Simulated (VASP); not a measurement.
# Al in VASP: further runs

Al is run at these levels: PBE; tasks: single point, relaxation of the atoms.

Everything below comes from runs of VASP 6.6.1. Logs are shortened: lines on timing, memory, paths and dates and some standing lists are left out, and cuts for length are marked.

### Step 1. The cell of the first run

The cell holds a slab with vacuum, 3 atoms: a = 2.857 Å, b = 2.857 Å, c = 18.040 Å, α = 90.00°, β = 90.00°, γ = 90.00°.

### Step 2. Single point, PBE

Input file INCAR:

```
PREC     = Accurate       # precision mode
ENCUT    = 520            # plane-wave cutoff, eV
EDIFF    = 1E-6           # SCF threshold, eV
ISMEAR   = 0              # smearing method
SIGMA    = 0.1            # smearing width, eV
LREAL    = F              # projectors in reciprocal space
LASPH    = T              # aspherical terms in the spheres
NELM     = 100            # most SCF steps
ALGO     = Normal         # electronic algorithm
ISIF     = 2              # what is computed and relaxed
LWAVE    = F              # write WAVECAR
LCHARG   = T              # write CHGCAR
LDIPOL   = T            
IDIPOL   = 3            
DIPOL    = 0.5 0.5 0.504
GGA      = PE             # functional
LELF     = T              # ELF
LVHAR    = T            
LVACPOTAV= T            
NBANDS   = 12             # bands
```

Input file KPOINTS:

```
Automatic mesh
0
Gamma
  10 10 1
```

Input file POSCAR:

```
Al
1.0
    2.8567582918      0.0000000000      0.0000000000
    0.0000000000      2.8567582918      0.0000000000
    0.0000000000      0.0000000000     18.0400663207
Al
3
Direct
    0.5000000000      0.5000000000      0.3880251810
    0.0000000000      0.0000000000      0.5035929019
    0.5000000000      0.5000000000      0.6194376028
```

Potentials or basis: VASP PAW PBE potentials, release 64 (Al).

Command:

```console
$ cat potpaw_PBE.64/Al/POTCAR > POTCAR
$ mpirun -np 1 vasp_std > vasp.out
```

OUTCAR:

```text
PREC = Accurate
   ENCUT = 520
   EDIFF = 1E-6
   ISMEAR = 0
   LREAL = F
   LASPH = T
   NELM = 100
   ISIF = 2
   GGA = PE

 ion  position               nearest neighbor table
   1  0.500  0.500  0.388-   2 2.90   2 2.90   2 2.90   2 2.90
   2  0.000  0.000  0.504-   1 2.90   1 2.90   1 2.90   1 2.90   3 2.91   3 2.91   3 2.91   3 2.91

   3  0.500  0.500  0.619-   2 2.91   2 2.91   2 2.91   2 2.91

  LATTYP: Found a simple tetragonal cell.
 ALAT       =     2.8567582918
 C/A-ratio  =     6.3148731807

  Lattice vectors:

 A1 = (   2.8567582918,   0.0000000000,   0.0000000000)
 A2 = (   0.0000000000,   2.8567582918,   0.0000000000)
 A3 = (   0.0000000000,   0.0000000000,  18.0400663207)

Analysis of symmetry for initial positions (statically):
=====================================================================
 Subroutine PRICEL returns:
 Original cell was already a primitive cell.

 Routine SETGRP: Setting up the symmetry group for a
 simple tetragonal supercell.

 Subroutine GETGRP returns: Found  8 space group operations
 (whereof  8 operations were pure point group operations)
 out of a pool of 16 trial point group operations.

The static configuration has the point symmetry C_4v.

Analysis of symmetry for dynamics (positions and initial velocities):
=====================================================================
 Subroutine PRICEL returns:
 Original cell was already a primitive cell.

 Routine SETGRP: Setting up the symmetry group for a
 simple tetragonal supercell.

 Subroutine GETGRP returns: Found  8 space group operations
 (whereof  8 operations were pure point group operations)
 out of a pool of 16 trial point group operations.

The dynamic configuration has the point symmetry C_4v.

 Subroutine INISYM returns: Found  8 space group operations
 (whereof  8 operations are pure point group operations),
 and found     1 'primitive' translations

----------------------------------------------------------------------------------------

                                     Primitive cell

  volume of cell :     147.2262

  direct lattice vectors                    reciprocal lattice vectors
     2.856758292  0.000000000  0.000000000     0.350047116  0.000000000  0.000000000
     0.000000000  2.856758292  0.000000000     0.000000000  0.350047116  0.000000000
     0.000000000  0.000000000 18.040066321     0.000000000  0.000000000  0.055432169

  length of vectors
     2.856758292  2.856758292 18.040066321     0.350047116  0.350047116  0.055432169

  position of ions in fractional coordinates (direct lattice)
     0.500000000  0.500000000  0.388025181
     0.000000000  0.000000000  0.503592902
     0.500000000  0.500000000  0.619437603

  ion indices of the primitive-cell ions
   primitive index   ion index
                 1           1
                 2           2
                 3           3

----------------------------------------------------------------------------------------

 KPOINTS: Automatic mesh

Automatic generation of k-mesh.
 Grid dimensions read from file:
 generate k-points for:   10   10    1

 Generating k-lattice:

  Cartesian coordinates                     Fractional coordinates (reciprocal lattice)
     0.035004712  0.000000000  0.000000000     0.100000000  0.000000000  0.000000000
     0.000000000  0.035004712  0.000000000     0.000000000  0.100000000  0.000000000
     0.000000000  0.000000000  0.055432169     0.000000000  0.000000000  1.000000000

  Length of vectors
     0.035004712  0.035004712  0.055432169

  Shift w.r.t. Gamma in fractional coordinates (k-lattice)
     0.000000000  0.000000000  0.000000000

 Subroutine IBZKPT returns following result:
 ===========================================

 Found     21 irreducible k-points:

 Following reciprocal coordinates:
            Coordinates               Weight
  0.000000  0.000000  0.000000      1.000000
  0.100000  0.000000  0.000000      4.000000
  0.200000  0.000000  0.000000      4.000000
  0.300000  0.000000  0.000000      4.000000
  0.400000  0.000000  0.000000      4.000000
  0.500000  0.000000  0.000000      2.000000
[... 13 lines left out ...]
  0.500000  0.400000  0.000000      4.000000
  0.500000  0.500000  0.000000      1.000000
   k-points           NKPTS =     21   k-points in BZ     NKDIM =     21   number of bands    NBANDS=     12
   number of dos      NEDOS =    301   number of ions     NIONS =      3
   total plane-waves  NPLWV =  80640
   dimension x,y,z NGX =    24 NGY =   24 NGZ =  140
   dimension x,y,z NGXF=    48 NGYF=   48 NGZF=  280
   ions per type =               3
   NGX,Y,Z   is equivalent  to a cutoff of  13.97, 13.97, 12.90 a.u.
   NGXF,Y,Z  is equivalent  to a cutoff of  27.93, 27.93, 25.80 a.u.
 SYSTEM =  unknown system
   PREC   = accura    normal or accurate (medium, high low for compatibility)
   ISTART =      0    job   : 0-new  1-cont  2-samecut
   ICHARG =      2    charge: 1-file 2-atom 10-const
   ISPIN  =      1    spin polarized calculation?
   LNONCOLLINEAR =      F non collinear calculations
   LSORBIT =      F    spin-orbit coupling
   LASPH  =      T    aspherical Exc in radial PAW
   ENCUT  =  520.0 eV  38.22 Ry    6.18 a.u.   5.31  5.31 33.54*2*pi/ulx,y,z
   NELM   =    100;   NELMIN=  2; NELMDL= -5     # of ELM steps
   EDIFF  = 0.1E-05   stopping-criterion for ELM
   LREAL  =      F    real-space projection
   EDIFFG = 0.1E-04   stopping-criterion for IOM
   NSW    =      0    number of steps for IOM
   IBRION =     -1    ionic relax: 0-MD 1-quasi-New 2-CG
   NFREE  =      0    steps in history (QN), initial steepest desc. (CG)
   ISIF   =      2    stress and relaxation
   ISYM   =      2    0-nonsym 1-usesym 2-fastsym
   POTIM  = 0.5000    time-step for ionic-motion
   TEBEG  =    0.0;   TEEND  =   0.0 temperature during run
   PSTRESS=    0.0 pullay stress
   NELECT =       9.0000    total number of electrons
   NUPDOWN=      -1.0000    fix difference up-down
   EMIN   =  10.00;   EMAX   =-10.00  energy-range for DOS
   EFERMI =   0.00;   METHOD = LEGACY
   ISMEAR =     0;   SIGMA  =   0.10  broadening in eV -4-tet -1-fermi 0-gaus
   EFERMI_NEDOS =   21; number of points for ismear=-14 and -15
   IALGO  =     38    algorithm
   IMIX   =      4    mixing-type and parameters
     AMIX     =   0.40;   BMIX     =  1.00
     AMIX_MAG =   1.60;   BMIX_MAG =  1.00
  volume/ion in A,a.u.               =      49.08       331.18
  Fermi-wavevector in a.u.,A,eV,Ry     =   0.644902  1.218689  5.658650  0.415899
  Thomas-Fermi vector in A             =   1.712383
   LORBIT       =      0    0 simple, 1 ext, 2 COOP (PROOUT), +10 PAW based schemes
   GGA     = PE    functional components
   LHFCALC =     F    Hartree Fock is set to
   AEXX    =    0.0000 exact exchange contribution
   IVDW    =     0    specifies the selected vdW correction
   LEPSILON=     F    determine dielectric tensor
   LRPA    =     F    only Hartree local field effects (RPA)
 non-spin polarized calculation
 Gauss-broadening in eV      SIGMA  =   0.10
  energy-cutoff  :      520.00
  volume of cell :      147.23
 maximum number of plane-waves:      4024
 NGX is ok and might be reduce to    24
   NGX = 11   NGY = 11   NGZ = 67

 dipolmoment           0.000000      0.000000      0.000165 electrons x Angstroem

 number of electron       9.0000000 magnetization

 dipolmoment           0.000000      0.000000     -0.000070 electrons x Angstroem

 Free energy of the ion-electron system (eV)
  ---------------------------------------------------
  ext. energy  EPLUGINS =         0.00000000
  ---------------------------------------------------
  free energy    TOTEN  =       -10.31917912 eV

  energy without entropy =      -10.31451877  energy(sigma->0) =      -10.31684895

 E-fermi :  -0.2530     XC(G=0):  -4.5644

 val. band max:       -0.3229612512   @ k =   0.5000   0.2000   0.0000
 cond. band min:      -0.2253208936   @ k =   0.5000   0.0000   0.0000
 fundamental gap:      0.0976403576
 Fermi energy:        -0.2530161349

 k-point     1 :       0.0000    0.0000    0.0000
  band No.  band energies     occupation
      1     -10.3041      2.00000
      2      -8.1997      2.00000
      3      -4.9950      2.00000
      4      -2.0002      2.00000
      5       1.7692      0.00000
      6       3.7361      0.00000
      7       4.1661      0.00000
      8       6.0530      0.00000
      9       6.1214      0.00000
     10       6.2707      0.00000
     11       6.3691      0.00000
     12       6.3691      0.00000

 k-point     2 :       0.1000    0.0000    0.0000
  band No.  band energies     occupation
      1     -10.1236      2.00000
      2      -8.0211      2.00000
      3      -4.8176      2.00000
      4      -1.8316      2.00000
      5       1.9328      0.00000
      6       3.5546      0.00000
      7       3.9160      0.00000
      8       4.3520      0.00000
      9       5.4773      0.00000
     10       6.2972      0.00000
     11       6.4601      0.00000
     12       6.5248      0.00000

 k-point     3 :       0.2000    0.0000    0.0000
  band No.  band energies     occupation
      1      -9.5833      2.00000
      2      -7.4866      2.00000
      3      -4.2876      2.00000
      4      -1.3286      2.00000
      5       0.7859      0.00000
      6       2.4892      0.00000
      7       2.7984      0.00000
      8       4.4622      0.00000
      9       4.8823      0.00000
     10       5.8903      0.00000
     11       6.8583      0.00000
     12       6.9741      0.00000
[... 241 lines left out ...]
 k-point    20 :       0.5000    0.4000    0.0000
  band No.  band energies     occupation
      1      -3.1914      2.00000
      2      -3.0937      2.00000
      3      -1.1628      2.00000
      4      -1.1088      2.00000
      5       0.4605      0.00000
      6       0.7020      0.00000
      7       1.6727      0.00000
      8       2.1782      0.00000
      9       2.5437      0.00000
     10       2.5849      0.00000
     11       4.4284      0.00000
     12       4.8997      0.00000

 k-point    21 :       0.5000    0.5000    0.0000
  band No.  band energies     occupation
      1      -2.1402      2.00000
      2      -2.1402      2.00000
      3      -0.9192      2.00000
      4      -0.5766      2.00000
      5      -0.1923      0.39036
      6      -0.1923      0.39036
      7       1.2807      0.00000
      8       1.3614      0.00000
      9       2.7836      0.00000
     10       2.7836      0.00000
     11       3.5874      0.00000
     12       5.5004      0.00000

------------------------ aborting loop because EDIFF is reached ----------------------------------------

  FORCE on cell =-STRESS in cart. coord.  units (eV):
  Direction    XX          YY          ZZ          XY          YZ          ZX
  --------------------------------------------------------------------------------------
  -------------------------------------------------------------------------------------
  Total       -1.8934506     -1.8934506     -0.1072518      0.0000000      0.0000000     -0.0000000
  in kB      -20.6053236    -20.6053236     -1.1671587      0.0000000      0.0000000     -0.0000000
  external PRESSURE =     -14.1259353 kB  Pullay stress =       0.0000000 kB

 VOLUME and BASIS-vectors are now :
 -----------------------------------------------------------------------------
  energy-cutoff  :      520.00
  volume of cell :      147.23
      direct lattice vectors                 reciprocal lattice vectors
     2.856758292  0.000000000  0.000000000     0.350047116  0.000000000  0.000000000
     0.000000000  2.856758292  0.000000000     0.000000000  0.350047116  0.000000000
     0.000000000  0.000000000 18.040066321     0.000000000  0.000000000  0.055432169

 POSITION                                       TOTAL-FORCE (eV/Angst)
 -----------------------------------------------------------------------------------
      1.42838      1.42838      7.00000         0.000000      0.000000      0.019870
      0.00000      0.00000      9.08485         0.000000      0.000000      0.010853
      1.42838      1.42838     11.17470         0.000000      0.000000     -0.030723
 -----------------------------------------------------------------------------------
    total drift:                               -0.000000     -0.000000     -0.000007

  FREE ENERGIE OF THE ION-ELECTRON SYSTEM (eV)
  ---------------------------------------------------
  free  energy   TOTEN  =       -10.3191791236 eV

  energy  without entropy=      -10.3145187706  energy(sigma->0) =      -10.31684895

 vacuum level on the upper side and lower side of the slab         4.257         4.258
```

Wall time 86 s (1 thread of AMD EPYC 7R13, shared host); peak memory 0.23 GiB.

What came out:

```yaml
Free_energy: -10.3192 eV
Largest_force: 0.031 eV/Å
Band_gap_on_the_k_mesh: zero (an odd number of electrons rules out a gap without spin polarisation)
```

Forces in eV/Å, atoms in the order of the input:
```
Al   0.000  0.000  0.020
Al   0.000  0.000  0.011
Al   0.000  0.000 -0.031
```

### Step 3. Relaxation of the atoms, PBE

Input file INCAR:

```
SYSTEM = Al
ALGO     = Normal         ! electronic algorithm
DIPOL    = 0.5 0.5 0.500
EDIFF    = 1E-7           ! SCF threshold, eV
EDIFFG   = -0.03          ! ionic threshold
ENCUT    = 520            ! plane-wave cutoff, eV
GGA      = PE             ! functional
IBRION   = 2              ! ionic algorithm
IDIPOL   = 3            
ISIF     = 2              ! what is computed and relaxed
ISMEAR   = 0              ! smearing method
LASPH    = .TRUE.         ! aspherical terms in the spheres
LCHARG   = .FALSE.        ! write CHGCAR
LDIPOL   = .TRUE.       
LREAL    = .FALSE.        ! projectors in reciprocal space
LWAVE    = .FALSE.        ! write WAVECAR
NELM     = 80             ! most SCF steps
NSW      = 70             ! ionic steps
PREC     = Accurate       ! precision mode
SIGMA    = 0.1            ! smearing width, eV
```

Input file KPOINTS:

```
k-points
0
G
  10 10 1
  0 0 0
```

Input file POSCAR:

```
Al
1.0
    2.8567582918      0.0000000000      0.0000000000
    0.0000000000      2.8567582918      0.0000000000
    0.0000000000      0.0000000000     18.0400663207
Al
3
Selective dynamics
Direct
    0.5000000000      0.5000000000      0.3880251810  F F F
    0.0000000000      0.0000000000      0.5000000000  T T T
    0.5000000000      0.5000000000      0.6119748190  T T T
```

Potentials or basis: VASP PAW PBE potentials, release 64 (Al).

Command:

```console
$ cat potpaw_PBE.64/Al/POTCAR > POTCAR
$ mpirun -np 1 vasp_std > vasp.out
```

It took 4.9 min on 1 thread of AMD EPYC 7R13, shared host; peak memory 0.23 GiB.

It converged, with:

```yaml
Free_energy: -10.3193 eV
Energy_gained_by_relaxing: 5.8 meV/atom
Ionic_steps: 7
Band_gap_on_the_k_mesh: zero (an odd number of electrons rules out a gap without spin polarisation)
```

Step by step:
```csv
step,energy change (eV),largest force on free atoms (eV/Å),pressure (GPa)
1,0.0000,0.2917,-0.91
2,-0.0037,0.2361,-0.96
3,-0.0104,0.1426,-1.12
4,-0.0063,0.3051,-1.40
5,-0.0114,0.2025,-1.22
6,-0.0146,0.1373,-1.28
7,-0.0173,0.0134,-1.39
```

Final structure:
```cif
data_structure
_symmetry_space_group_name_H-M 'P 1'
_symmetry_Int_Tables_number 1
_cell_length_a 2.8568
_cell_length_b 2.8568
_cell_length_c 18.0401
_cell_angle_alpha 90.000
_cell_angle_beta 90.000
_cell_angle_gamma 90.000
_cell_volume 147.23
loop_
_atom_site_label
_atom_site_type_symbol
_atom_site_fract_x
_atom_site_fract_y
_atom_site_fract_z
_atom_site_occupancy
Al1 Al 0.50000 0.50000 0.38803 1
Al2 Al 0.00000 0.00000 0.50344 1
Al3 Al 0.50000 0.50000 0.61903 1
```

Levels at points of the mesh, in eV from the Fermi level:
| k point | band 2 | band 3 | band 4 | band 5 | band 6 | band 7 |
| --- | --- | --- | --- | --- | --- | --- |
| (0.00, 0.00, 0.00) | -7.95 | -4.74 | -1.74 | 2.03 | 3.99 | 4.43 |
| (0.50, 0.00, 0.00) | -5.56 | -3.65 | -3.46 | -0.75 | 0.03 | 2.01 |
| (0.50, 0.50, 0.00) | -1.90 | -0.68 | -0.34 | 0.05 | 0.05 | 1.53 |
